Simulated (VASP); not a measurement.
# Cs3AsAu (Pm-3m) in VASP: further runs, part 2 of 2

VASP 6.6.1. The steps go on from the part before.

**6. Relaxation of cell and atoms, PBE**

INCAR

```
PREC = Accurate
ENCUT = 600
EDIFF = 1E-6
ISMEAR = 0
SIGMA = 0.1
LREAL = False
LASPH = True
NELM = 100
ALGO = Normal
ISIF = 3
LWAVE = False
LCHARG = False
GGA = PE
IBRION = 2
NSW = 90
EDIFFG = -0.04
```

KPOINTS

```
regular mesh
0
Gamma
  4 4 4
```

POSCAR

```
Cs3AsAu
1.0
    6.0679754800      0.0000000000      0.0000000000
    0.0000000000      6.0679754800      0.0000000000
    0.0000000000      0.0000000000      6.0679754800
Cs As Au
3 1 1
Direct
    0.5000000000      0.0000000000      0.0000000000
    0.0000000000      0.5000000000      0.0000000000
    0.0000000000      0.0000000000      0.5000000000
    0.0000000000      0.0000000000      0.0000000000
    0.5000000000      0.5000000000      0.5000000000
```

Potentials or basis: VASP PAW PBE potentials, release 64 (Cs_sv, As, Au).

The run is started by

```console
$ cat potpaw_PBE.64/Cs_sv/POTCAR potpaw_PBE.64/As/POTCAR potpaw_PBE.64/Au/POTCAR > POTCAR
$ mpirun -np 1 vasp_std > vasp.out
```

OUTCAR:

```text
PREC = Accurate
   ENCUT = 600
   EDIFF = 1E-6
   ISMEAR = 0
   LREAL = False
   LASPH = True
   NELM = 100
   ISIF = 3
   GGA = PE
   IBRION = 2
   NSW = 90
   EDIFFG = -0.04

 ion  position               nearest neighbor table
   1  0.500  0.000  0.000-   4 3.03   4 3.03
   2  0.000  0.500  0.000-   4 3.03   4 3.03
   3  0.000  0.000  0.500-   4 3.03   4 3.03
   4  0.000  0.000  0.000-   1 3.03   2 3.03   3 3.03   3 3.03   2 3.03   1 3.03
   5  0.500  0.500  0.500-

  LATTYP: Found a simple cubic cell.
 ALAT       =     6.0679754800

  Lattice vectors:

 A1 = (   6.0679754800,   0.0000000000,   0.0000000000)
 A2 = (   0.0000000000,   6.0679754800,   0.0000000000)
 A3 = (   0.0000000000,   0.0000000000,   6.0679754800)

Analysis of symmetry for initial positions (statically):
=====================================================================
 Subroutine PRICEL returns:
 Original cell was already a primitive cell.

 Routine SETGRP: Setting up the symmetry group for a
 simple cubic supercell.

 Subroutine GETGRP returns: Found 48 space group operations
 (whereof 48 operations were pure point group operations)
 out of a pool of 48 trial point group operations.

The static configuration has the point symmetry O_h .

Analysis of symmetry for dynamics (positions and initial velocities):
=====================================================================
 Subroutine PRICEL returns:
 Original cell was already a primitive cell.

 Routine SETGRP: Setting up the symmetry group for a
 simple cubic supercell.

 Subroutine GETGRP returns: Found 48 space group operations
 (whereof 48 operations were pure point group operations)
 out of a pool of 48 trial point group operations.

The dynamic configuration has the point symmetry O_h .

 Subroutine INISYM returns: Found 48 space group operations
 (whereof 48 operations are pure point group operations),
 and found     1 'primitive' translations

----------------------------------------------------------------------------------------

                                     Primitive cell

  volume of cell :     223.4248

  direct lattice vectors                    reciprocal lattice vectors
     6.067975480  0.000000000  0.000000000     0.164799611  0.000000000  0.000000000
     0.000000000  6.067975480  0.000000000     0.000000000  0.164799611  0.000000000
     0.000000000  0.000000000  6.067975480     0.000000000  0.000000000  0.164799611

  length of vectors
     6.067975480  6.067975480  6.067975480     0.164799611  0.164799611  0.164799611

  position of ions in fractional coordinates (direct lattice)
     0.500000000  0.000000000  0.000000000
     0.000000000  0.500000000  0.000000000
     0.000000000  0.000000000  0.500000000
     0.000000000  0.000000000  0.000000000
     0.500000000  0.500000000  0.500000000

  ion indices of the primitive-cell ions
   primitive index   ion index
                 1           1
                 2           2
                 3           3
                 4           4
                 5           5

----------------------------------------------------------------------------------------

 KPOINTS: regular mesh

Automatic generation of k-mesh.
 Grid dimensions read from file:
 generate k-points for:    4    4    4

 Generating k-lattice:

  Cartesian coordinates                     Fractional coordinates (reciprocal lattice)
     0.041199903  0.000000000  0.000000000     0.250000000  0.000000000  0.000000000
     0.000000000  0.041199903  0.000000000     0.000000000  0.250000000  0.000000000
     0.000000000  0.000000000  0.041199903     0.000000000  0.000000000  0.250000000

  Length of vectors
     0.041199903  0.041199903  0.041199903

  Shift w.r.t. Gamma in fractional coordinates (k-lattice)
     0.000000000  0.000000000  0.000000000

 Subroutine IBZKPT returns following result:
 ===========================================

 Found     10 irreducible k-points:

 Following reciprocal coordinates:
            Coordinates               Weight
  0.000000  0.000000  0.000000      1.000000
  0.250000  0.000000  0.000000      6.000000
  0.500000  0.000000  0.000000      3.000000
  0.250000  0.250000  0.000000     12.000000
  0.500000  0.250000  0.000000     12.000000
  0.500000  0.500000  0.000000      3.000000
  0.250000  0.250000  0.250000      8.000000
  0.500000  0.250000  0.250000     12.000000
  0.500000  0.500000  0.250000      6.000000
  0.500000  0.500000  0.500000      1.000000
   k-points           NKPTS =     10   k-points in BZ     NKDIM =     10   number of bands    NBANDS=     25
   number of dos      NEDOS =    301   number of ions     NIONS =      5
   total plane-waves  NPLWV = 110592
   dimension x,y,z NGX =    48 NGY =   48 NGZ =   48
   dimension x,y,z NGXF=    96 NGYF=   96 NGZF=   96
   ions per type =               3   1   1
   NGX,Y,Z   is equivalent  to a cutoff of  13.15, 13.15, 13.15 a.u.
   NGXF,Y,Z  is equivalent  to a cutoff of  26.30, 26.30, 26.30 a.u.
 SYSTEM =  unknown system
   PREC   = accura    normal or accurate (medium, high low for compatibility)
   ISTART =      0    job   : 0-new  1-cont  2-samecut
   ICHARG =      2    charge: 1-file 2-atom 10-const
   ISPIN  =      1    spin polarized calculation?
   LNONCOLLINEAR =      F non collinear calculations
   LSORBIT =      F    spin-orbit coupling
   LASPH  =      T    aspherical Exc in radial PAW
   ENCUT  =  600.0 eV  44.10 Ry    6.64 a.u.  12.12 12.12 12.12*2*pi/ulx,y,z
   NELM   =    100;   NELMIN=  2; NELMDL= -5     # of ELM steps
   EDIFF  = 0.1E-05   stopping-criterion for ELM
   LREAL  =      F    real-space projection
   EDIFFG = -.4E-01   stopping-criterion for IOM
   NSW    =     90    number of steps for IOM
   IBRION =      2    ionic relax: 0-MD 1-quasi-New 2-CG
   NFREE  =      1    steps in history (QN), initial steepest desc. (CG)
   ISIF   =      3    stress and relaxation
   ISYM   =      2    0-nonsym 1-usesym 2-fastsym
   POTIM  = 0.5000    time-step for ionic-motion
   TEBEG  =    0.0;   TEEND  =   0.0 temperature during run
   PSTRESS=    0.0 pullay stress
   NELECT =      43.0000    total number of electrons
   NUPDOWN=      -1.0000    fix difference up-down
   EMIN   =  10.00;   EMAX   =-10.00  energy-range for DOS
   EFERMI =   0.00;   METHOD = LEGACY
   ISMEAR =     0;   SIGMA  =   0.10  broadening in eV -4-tet -1-fermi 0-gaus
   EFERMI_NEDOS =   21; number of points for ismear=-14 and -15
   IALGO  =     38    algorithm
   IMIX   =      4    mixing-type and parameters
     AMIX     =   0.40;   BMIX     =  1.00
     AMIX_MAG =   1.60;   BMIX_MAG =  1.00
  volume/ion in A,a.u.               =      44.68       301.55
  Fermi-wavevector in a.u.,A,eV,Ry     =   0.945193  1.786156 12.155306  0.893390
  Thomas-Fermi vector in A             =   2.073071
   LORBIT       =      0    0 simple, 1 ext, 2 COOP (PROOUT), +10 PAW based schemes
   GGA     = PE    functional components
   LHFCALC =     F    Hartree Fock is set to
   AEXX    =    0.0000 exact exchange contribution
   IVDW    =     0    specifies the selected vdW correction
   LEPSILON=     F    determine dielectric tensor
   LRPA    =     F    only Hartree local field effects (RPA)
 conjugate gradient relaxation of ions
 non-spin polarized calculation
 Gauss-broadening in eV      SIGMA  =   0.10
  energy-cutoff  :      600.00
  volume of cell :      223.42
 maximum number of plane-waves:      7568
   NGX = 25   NGY = 25   NGZ = 25

--------------------------------------- Ionic step        1  -------------------------------------------

 number of electron      43.0000008 magnetization

 Free energy of the ion-electron system (eV)
  ---------------------------------------------------
  ext. energy  EPLUGINS =         0.00000000
  ---------------------------------------------------
  free energy    TOTEN  =        -9.59202734 eV

  energy without entropy =       -9.57652163  energy(sigma->0) =       -9.58427448

------------------------ aborting loop because EDIFF is reached ----------------------------------------

  FORCE on cell =-STRESS in cart. coord.  units (eV):
  Direction    XX          YY          ZZ          XY          YZ          ZX
  --------------------------------------------------------------------------------------
  -------------------------------------------------------------------------------------
  Total        8.1848047      8.1848047      8.1848047     -0.0000000      0.0000000     -0.0000000
  in kB       58.6931543     58.6931543     58.6931543     -0.0000000      0.0000000     -0.0000000
  external PRESSURE =      58.6931543 kB  Pullay stress =       0.0000000 kB
[... 102 lines left out ...]
  energy  without entropy=      -10.9335569889  energy(sigma->0) =      -10.94657347

--------------------------------------- Ionic step        4  -------------------------------------------

 number of electron      43.0000006 magnetization

 Free energy of the ion-electron system (eV)
  ---------------------------------------------------
  ext. energy  EPLUGINS =         0.00000000
  ---------------------------------------------------
  free energy    TOTEN  =       -10.97960968 eV

  energy without entropy =      -10.95206169  energy(sigma->0) =      -10.96583569

 E-fermi :   0.5507     XC(G=0):  -6.2616

 val. band max:        0.5258739528   @ k =   0.5000   0.2500   0.0000
 cond. band min:       0.5900307358   @ k =   0.2500   0.2500   0.0000
 fundamental gap:      0.0641567830
 Fermi energy:         0.5506659538

 k-point     1 :       0.0000    0.0000    0.0000
  band No.  band energies     occupation
      1     -21.9757      2.00000
      2     -21.9418      2.00000
      3     -21.9418      2.00000
      4      -8.9876      2.00000
      5      -8.9876      2.00000
      6      -8.9876      2.00000
[... 301 lines left out ...]
  FREE ENERGIE OF THE ION-ELECTRON SYSTEM (eV)
  ---------------------------------------------------
  free  energy   TOTEN  =       -10.9796096828 eV

  energy  without entropy=      -10.9520616893  energy(sigma->0) =      -10.96583569

 reached required accuracy - stopping structural energy minimisation
```

CONTCAR:

```text
Cs3AsAu
   1.00000000000000
     6.8693949775669561   -0.0000000000000000   -0.0000000000000000
    -0.0000000000000000    6.8693949775669561   -0.0000000000000000
    -0.0000000000000000    0.0000000000000000    6.8693949775669561
  Cs              As              Au
     3     1     1
Direct
     0.5000000000000000    0.0000000000000000    0.0000000000000000
     0.0000000000000000    0.5000000000000000    0.0000000000000000
     0.0000000000000000    0.0000000000000000    0.5000000000000000
     0.0000000000000000    0.0000000000000000    0.0000000000000000
     0.5000000000000000    0.5000000000000000    0.5000000000000000

  0.00000000E+00  0.00000000E+00  0.00000000E+00
  0.00000000E+00  0.00000000E+00  0.00000000E+00
  0.00000000E+00  0.00000000E+00  0.00000000E+00
  0.00000000E+00  0.00000000E+00  0.00000000E+00
  0.00000000E+00  0.00000000E+00  0.00000000E+00
```

Run time: 1.8 min. Hardware: 1 thread of Intel Xeon 6975P-C (Granite Rapids), shared host; peak memory 0.38 GiB.

What came out:

```yaml
Free_energy: -10.9796 eV
Relaxed_volume: 64.83 Å³/atom
Relaxed_cell: a = 6.869 Å, b = 6.869 Å, c = 6.869 Å, α = 90.00°, β = 90.00°, γ = 90.00°
Space_group_after_relaxing_to_0.05_Å: Pm-3m (No. 221)
Energy_gained_by_relaxing: 277.5 meV/atom
Ionic_steps: 4
Pressure_after_relaxing: 0.1 GPa
```

The path:
```tsv
step	energy change (eV)	largest force (eV/Å)	pressure (GPa)	volume (Å³)
1	0.0000	0.0000	5.87	223.42
2	-1.1997	0.0000	1.49	280.65
3	-1.3676	0.0000	0.41	310.42
4	-1.3876	0.0000	0.07	324.16
```

Final structure:
```xyz
5
Lattice="6.8694 0.0000 0.0000 0.0000 6.8694 0.0000 0.0000 0.0000 6.8694" Properties=species:S:1:pos:R:3 pbc="T T T"
Cs    3.4347    0.0000    0.0000
Cs    0.0000    3.4347    0.0000
Cs    0.0000    0.0000    3.4347
As    0.0000    0.0000    0.0000
Au    3.4347    3.4347    3.4347
```

Levels at points of the mesh, in eV from the Fermi level:
| k point | band 20 | band 21 | band 22 | band 23 | band 24 | band 25 |
| --- | --- | --- | --- | --- | --- | --- |
| (0.00, 0.00, 0.00) | 0.18 | 0.18 | 0.18 | 2.27 | 2.27 | 2.45 |
| (0.50, 0.00, 0.00) | -0.85 | 0.05 | 0.05 | 0.80 | 2.16 | 2.16 |
| (0.50, 0.50, 0.00) | -1.04 | -1.04 | -0.09 | 1.51 | 1.51 | 2.09 |
| (0.50, 0.50, 0.50) | -1.14 | -1.14 | -1.14 | 2.09 | 2.09 | 2.09 |

Caveat: the volume moved by over 15 % at a fixed basis, so the end points are rough; spin-orbit coupling is left out, which moves the levels of the heavy elements.

**7. The runs side by side**

```tsv
task	cell	k mesh	cutoff (eV)	gap on the mesh (eV)	pressure (GPa)	relaxed volume (Å³/atom)
single point	a = 6.068 Å, 5 atoms	4 × 4 × 4	520	none	5.9	-
single point	a = 6.888 Å, 5 atoms	6 × 6 × 6	520	none	0.0	-
relaxation of cell and atoms	relaxed from a = 6.793 Å, 5 atoms	6 × 6 × 6	600	none	0.0	65.81
single point	a = 6.793 Å, 5 atoms	4 × 4 × 4	520	none	0.3	-
relaxation of cell and atoms	relaxed from a = 6.068 Å, 5 atoms	4 × 4 × 4	600	none	0.1	64.83
```

Alike in all rows: level PBE; potentials or basis VASP PAW PBE potentials, release 64 (Cs_sv, As, Au); no spin polarisation; smearing gaussian 0.1 eV.

Caveats: spin-orbit coupling is left out, which moves the levels of the heavy elements; the volume moved by over 15 % at a fixed basis, so the end points are rough (some runs).

Total energies depend on the potentials used, so only differences within one code and one set of settings carry meaning.
